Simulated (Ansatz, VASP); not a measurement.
# Cu: VASP beside Ansatz

```
Cu
1.0
     0.00000    1.78856    1.78856
     1.78856    0.00000    1.78856
     1.78856    1.78856    0.00000
Cu
1
Cartesian
  0.0000 0.0000 0.0000
```

Alike in both runs: functional r2SCAN; k mesh 20 × 20 × 20; occupations fermi-dirac, width 0.1 eV; no spin polarisation.

Ansatz relaxed the structure, and its values are those at the end. VASP's run is a single point on that final structure, the one shown.

|  | VASP | Ansatz |
| --- | --- | --- |
| version | VASP 6.6.1 | Ansatz 0.2.0 |
| potentials or method | VASP PAW PBE potentials, release 64 (Cu) | PAW with Ansatz's default frozen-core files, scalar-relativistic |
| plane-wave cutoff (eV) | 520 | 500 |
| valence electrons in the cell | 11 | 19 |

VASP gave:

* pressure (GPa): 0.5

Problem. What did Ansatz give for the same quantities?

Solution. Pressure (GPa): 0.0.

VASP's potentials were made for PBE, not for r2SCAN. VASP's potentials hold 11 valence electrons a cell and Ansatz's 19, so a difference there can come from the potentials and not from the codes.
